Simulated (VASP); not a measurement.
# Sc2TaF3 (P-6m2) in VASP: single point with PBE

Aim: the single point of Sc2TaF3 with PBE.

All numbers are computed with VASP 6.6.1; they aren't measurements. Logs are shortened: lines on timing, memory, paths and dates and some standing lists are left out, and cuts for length are marked.

### 1 The cell of the first run

It takes space group P-6m2 (No. 187, hexagonal). Conventional cell: a = 5.758 Å, b = 5.758 Å, c = 5.726 Å, α = 90.00°, β = 90.00°, γ = 120.00°. Within 3.8 Å of Sc (site symmetry -6m2) lie 6 F at 2.89 Å and 3 Sc at 3.32 Å. Within 2.5 Å of Sc (site symmetry -6m2) lie 3 F at 1.89 Å. Ta (site symmetry -6m2) has 2 Sc at 2.86 Å and 6 F at 3.43 Å within 3.8 Å. Within 2.5 Å of F (site symmetry mm2) lie 1 Sc at 1.89 Å and 2 F at 2.48 Å.

The cell was built from a structure type or drawn by symmetry, and may not be a known phase.

### 2 Single point, PBE, collinear spin

INCAR reads:

```
SYSTEM = Sc2TaF3
PREC     = Accurate       ! precision mode
ENCUT    = 520            ! plane-wave cutoff, eV
EDIFF    = 1E-6           ! SCF threshold, eV
ISMEAR   = 0              ! smearing method
SIGMA    = 0.1            ! smearing width, eV
LREAL    = .False.        ! projectors in reciprocal space
LASPH    = .True.         ! aspherical terms in the spheres
NELM     = 150            ! most SCF steps
ALGO     = Normal         ! electronic algorithm
ISIF     = 2              ! what is computed and relaxed
LWAVE    = .False.        ! write WAVECAR
LCHARG   = .True.         ! write CHGCAR
ISPIN    = 2              ! spin polarisation
MAGMOM   = 0.95 0 2.41 0 0 0 ! initial moments
LORBIT   = 11             ! projections on sites
LMAXMIX  = 4              ! l up to which the mixer works
GGA      = PE             ! functional
LELF     = .True.         ! ELF
LVHAR    = .True.       
NBANDS   = 40             ! bands
```

KPOINTS reads:

```
regular mesh
0
Gamma
  6 6 6
  0 0 0
```

POSCAR reads:

```
Sc2TaF3
1.0
    5.7575689325      0.0000000000      0.0000000000
   -2.8787844662      4.9862009596      0.0000000000
    0.0000000000      0.0000000000      5.7255448163
Sc Ta F
2 1 3
Direct
    0.6666666667      0.3333333333      0.5000000000
    0.3333333333      0.6666666667      0.5000000000
    0.3333333333      0.6666666667      0.0000000000
    0.1435244166      0.8564755834      0.5000000000
    0.1435244166      0.2870488332      0.5000000000
    0.7129511668      0.8564755834      0.5000000000
```

Potentials or basis: VASP PAW PBE potentials, release 64 (Sc_sv, Ta_pv, F).

Started as:

```
> cat potpaw_PBE.64/Sc_sv/POTCAR potpaw_PBE.64/Ta_pv/POTCAR potpaw_PBE.64/F/POTCAR > POTCAR
> mpirun -np 1 vasp_std > vasp.out
```

OUTCAR:

```text
SYSTEM = Sc2TaF3
   PREC = Accurate
   ENCUT = 520
   EDIFF = 1E-6
   ISMEAR = 0
   LREAL = .False.
   LASPH = .True.
   NELM = 150
   ISIF = 2
   ISPIN = 2
   LORBIT = 11
   GGA = PE

 ion  position               nearest neighbor table
   1  0.667  0.333  0.500-   2 3.32   2 3.32   2 3.32
   2  0.333  0.667  0.500-   4 1.89   5 1.89   6 1.89   3 2.86   3 2.86   1 3.32   1 3.32   1 3.32

   3  0.333  0.667  0.000-   2 2.86   2 2.86
   4  0.144  0.856  0.500-   2 1.89
   5  0.144  0.287  0.500-   2 1.89
   6  0.713  0.856  0.500-   2 1.89

  LATTYP: Found a hexagonal cell.
 ALAT       =     5.7575689325
 C/A-ratio  =     0.9944379101

  Lattice vectors:

 A1 = (   5.7575689325,   0.0000000000,   0.0000000000)
 A2 = (  -2.8787844662,   4.9862009596,   0.0000000000)
 A3 = (   0.0000000000,   0.0000000000,   5.7255448163)

Analysis of symmetry for initial positions (statically):
=====================================================================
 Subroutine PRICEL returns:
 Original cell was already a primitive cell.

 Routine SETGRP: Setting up the symmetry group for a
 hexagonal supercell.

 Subroutine GETGRP returns: Found 12 space group operations
 (whereof 12 operations were pure point group operations)
 out of a pool of 24 trial point group operations.

The static configuration has the point symmetry D_3h.

Analysis of symmetry for dynamics (positions and initial velocities):
=====================================================================
 Subroutine PRICEL returns:
 Original cell was already a primitive cell.

 Routine SETGRP: Setting up the symmetry group for a
 hexagonal supercell.

 Subroutine GETGRP returns: Found 12 space group operations
 (whereof 12 operations were pure point group operations)
 out of a pool of 24 trial point group operations.

The dynamic configuration has the point symmetry D_3h.

Analysis of structural, dynamic, and magnetic symmetry:
=====================================================================
 Subroutine PRICEL returns:
 Original cell was already a primitive cell.

 Routine SETGRP: Setting up the symmetry group for a
 hexagonal supercell.

 Subroutine GETGRP returns: Found 12 space group operations
 (whereof 12 operations were pure point group operations)
 out of a pool of 24 trial point group operations.

The overall configuration has the point symmetry D_3h.

 Subroutine INISYM returns: Found 12 space group operations
 (whereof 12 operations are pure point group operations),
 and found     1 'primitive' translations

----------------------------------------------------------------------------------------

                                     Primitive cell

  volume of cell :     164.3712

  direct lattice vectors                    reciprocal lattice vectors
     5.757568932  0.000000000  0.000000000     0.173684416  0.100276745  0.000000000
    -2.878784466  4.986200960  0.000000000     0.000000000  0.200553489  0.000000000
     0.000000000  0.000000000  5.725544816     0.000000000  0.000000000  0.174655868

  length of vectors
     5.757568932  5.757568932  5.725544816     0.200553489  0.200553489  0.174655868

  position of ions in fractional coordinates (direct lattice)
     0.666666667  0.333333333  0.500000000
     0.333333333  0.666666667  0.500000000
     0.333333333  0.666666667  0.000000000
     0.143524417  0.856475583  0.500000000
     0.143524417  0.287048833  0.500000000
     0.712951167  0.856475583  0.500000000

  ion indices of the primitive-cell ions
   primitive index   ion index
                 1           1
                 2           2
                 3           3
                 4           4
                 5           5
                 6           6

----------------------------------------------------------------------------------------

 KPOINTS: regular mesh

Automatic generation of k-mesh.
 Grid dimensions read from file:
 generate k-points for:    6    6    6

[... 23 lines left out ...]
  0.500000  0.000000  0.000000      3.000000
  0.166667  0.166667  0.000000      6.000000
  0.333333  0.166667  0.000000     12.000000
[... 16 lines left out ...]
  0.166667  0.000000  0.500000      6.000000
  0.333333  0.000000  0.500000      6.000000
 [... further k-points ...]
   k-points           NKPTS =     28   k-points in BZ     NKDIM =     28   number of bands    NBANDS=     40
   number of dos      NEDOS =    301   number of ions     NIONS =      6
   total plane-waves  NPLWV = 110592
   dimension x,y,z NGX =    48 NGY =   48 NGZ =   48
   dimension x,y,z NGXF=    96 NGYF=   96 NGZF=   96
   ions per type =               2   1   3
   NGX,Y,Z   is equivalent  to a cutoff of  13.86, 13.86, 13.94 a.u.
   NGXF,Y,Z  is equivalent  to a cutoff of  27.72, 27.72, 27.87 a.u.
 SYSTEM =  Sc2TaF3
   PREC   = accura    normal or accurate (medium, high low for compatibility)
   ISTART =      0    job   : 0-new  1-cont  2-samecut
   ICHARG =      2    charge: 1-file 2-atom 10-const
   ISPIN  =      2    spin polarized calculation?
   LNONCOLLINEAR =      F non collinear calculations
   LSORBIT =      F    spin-orbit coupling
   LASPH  =      T    aspherical Exc in radial PAW
   ENCUT  =  520.0 eV  38.22 Ry    6.18 a.u.  10.71 10.71 10.65*2*pi/ulx,y,z
   NELM   =    150;   NELMIN=  2; NELMDL= -5     # of ELM steps
   EDIFF  = 0.1E-05   stopping-criterion for ELM
   LREAL  =      F    real-space projection
   EDIFFG = 0.1E-04   stopping-criterion for IOM
   NSW    =      0    number of steps for IOM
   IBRION =     -1    ionic relax: 0-MD 1-quasi-New 2-CG
   NFREE  =      0    steps in history (QN), initial steepest desc. (CG)
   ISIF   =      2    stress and relaxation
   ISYM   =      2    0-nonsym 1-usesym 2-fastsym
   POTIM  = 0.5000    time-step for ionic-motion
   TEBEG  =    0.0;   TEEND  =   0.0 temperature during run
   PSTRESS=    0.0 pullay stress
   NELECT =      54.0000    total number of electrons
   NUPDOWN=      -1.0000    fix difference up-down
   EMIN   =  10.00;   EMAX   =-10.00  energy-range for DOS
   EFERMI =   0.00;   METHOD = LEGACY
   ISMEAR =     0;   SIGMA  =   0.10  broadening in eV -4-tet -1-fermi 0-gaus
   EFERMI_NEDOS =   21; number of points for ismear=-14 and -15
   IALGO  =     38    algorithm
   IMIX   =      4    mixing-type and parameters
     AMIX     =   0.40;   BMIX     =  1.00
     AMIX_MAG =   1.60;   BMIX_MAG =  1.00
  volume/ion in A,a.u.               =      27.40       184.87
  Fermi-wavevector in a.u.,A,eV,Ry     =   1.129616  2.134665 17.361474  1.276032
  Thomas-Fermi vector in A             =   2.266310
   LORBIT       =     11    0 simple, 1 ext, 2 COOP (PROOUT), +10 PAW based schemes
   GGA     = PE    functional components
   LHFCALC =     F    Hartree Fock is set to
   AEXX    =    0.0000 exact exchange contribution
   IVDW    =     0    specifies the selected vdW correction
   LEPSILON=     F    determine dielectric tensor
   LRPA    =     F    only Hartree local field effects (RPA)
 spin polarized calculation
 Gauss-broadening in eV      SIGMA  =   0.10
  energy-cutoff  :      520.00
  volume of cell :      164.37
 maximum number of plane-waves:      4498
 NGX is ok and might be reduce to    48
   NGX = 21   NGY = 21   NGZ = 21

 number of electron      54.0000001 magnetization       4.9371724

 Free energy of the ion-electron system (eV)
  ---------------------------------------------------
  ext. energy  EPLUGINS =         0.00000000
  ---------------------------------------------------
  free energy    TOTEN  =       -33.84359328 eV

  energy without entropy =      -33.81671027  energy(sigma->0) =      -33.83015178

 E-fermi :   0.8878     XC(G=0):  -7.6488

 val. band max:        0.8817056518   @ k =   0.1667   0.0000   0.0000
 cond. band min:       0.9020619774   @ k =   0.0000   0.0000   0.1667
 fundamental gap:      0.0203563256
 Fermi energy:         0.8878033365

 spin component 1

 k-point     1 :       0.0000    0.0000    0.0000
  band No.  band energies     occupation
      1     -50.8465      1.00000
      2     -48.5581      1.00000
      3     -34.5902      1.00000
      4     -34.5902      1.00000
      5     -34.3773      1.00000
      6     -29.5055      1.00000
[... 997 lines left out ...]
     38       2.9777      0.00000
     39       3.7950      0.00000

 [... further k-points ...]

 spin component 2

 k-point     1 :       0.0000    0.0000    0.0000
  band No.  band energies     occupation
      1     -50.1845      1.00000
      2     -48.4218      1.00000
      3     -33.2244      1.00000
      4     -33.2244      1.00000
      5     -33.0339      1.00000
      6     -28.8248      1.00000
[... 997 lines left out ...]
     38       3.5208      0.00000
     39       4.2289      0.00000

 [... further k-points ...]

 [bands above 39 left out]

------------------------ aborting loop because EDIFF is reached ----------------------------------------

  FORCE on cell =-STRESS in cart. coord.  units (eV):
  Direction    XX          YY          ZZ          XY          YZ          ZX
  --------------------------------------------------------------------------------------
  -------------------------------------------------------------------------------------
  Total        0.3673700      0.3673700     -0.1217473      0.0000000     -0.0000000      0.0000000
  in kB        3.5808699      3.5808699     -1.1867086      0.0000000     -0.0000000      0.0000000
  external PRESSURE =       1.9916771 kB  Pullay stress =       0.0000000 kB

 VOLUME and BASIS-vectors are now :
 -----------------------------------------------------------------------------
  energy-cutoff  :      520.00
  volume of cell :      164.37
      direct lattice vectors                 reciprocal lattice vectors
     5.757568932  0.000000000  0.000000000     0.173684416  0.100276745  0.000000000
    -2.878784466  4.986200960  0.000000000     0.000000000  0.200553489  0.000000000
     0.000000000  0.000000000  5.725544816     0.000000000  0.000000000  0.174655868

 POSITION                                       TOTAL-FORCE (eV/Angst)
 -----------------------------------------------------------------------------------
      2.87878      1.66207      2.86277         0.000000     -0.000000      0.000000
     -0.00000      3.32413      2.86277         0.000000     -0.000000      0.000000
     -0.00000      3.32413      0.00000         0.000000     -0.000000      0.000000
     -1.63926      4.27056      2.86277        -0.138804      0.080139     -0.000000
      0.00000      1.43128      2.86277        -0.000000     -0.160277     -0.000000
      1.63926      4.27056      2.86277         0.138804      0.080139     -0.000000
 -----------------------------------------------------------------------------------
    total drift:                               -0.000002      0.000001      0.000000

  FREE ENERGIE OF THE ION-ELECTRON SYSTEM (eV)
  ---------------------------------------------------
  free  energy   TOTEN  =       -33.8435932792 eV

  energy  without entropy=      -33.8167102743  energy(sigma->0) =      -33.83015178

 total charge

# of ion       s       p       d       tot
------------------------------------------
    1        2.138   5.980   0.965   9.083
    2        2.281   6.253   1.352   9.886
    3        0.405   5.942   2.304   8.651
    4        1.749   4.321   0.000   6.070
    5        1.749   4.321   0.000   6.070
    6        1.749   4.321   0.000   6.070
--------------------------------------------------
tot         10.072  31.138   4.621  45.831

 magnetization (x)

# of ion       s       p       d       tot
------------------------------------------
    1        0.022   0.014   0.690   0.727
    2        0.015   0.023   0.160   0.197
    3        0.067   0.022   2.056   2.145
    4        0.002   0.033   0.000   0.035
    5        0.002   0.033   0.000   0.035
    6        0.002   0.033   0.000   0.035
--------------------------------------------------
tot          0.110   0.157   2.906   3.173
```

It took 22 min on 1 thread of Intel Xeon 8259CL, shared host; peak memory 0.58 GiB.

Results:

- Free energy: -33.8436 eV
- Pressure: 0.2 GPa
- Largest force: 0.160 eV/Å
- Net moment: 4.94 μB per cell
- Site moments: Sc +0.73, +0.20; Ta +2.15; F +0.04 μB
- Valence electrons inside the program's atomic spheres: Sc 9.08, 9.89; Ta 8.65; F 6.07

Forces on the atoms (eV/Å):
```
Sc   0.000  0.000  0.000
Sc   0.000  0.000  0.000
Ta   0.000  0.000  0.000
F   -0.139  0.080  0.000
F    0.000 -0.160  0.000
F    0.139  0.080  0.000
```

Stress tensor (GPa, compression positive):
```
 0.36  0.00  0.00
 0.00  0.36  0.00
 0.00  0.00 -0.12
```

Caveat: spin-orbit coupling is left out, which moves the levels of the heavy elements.
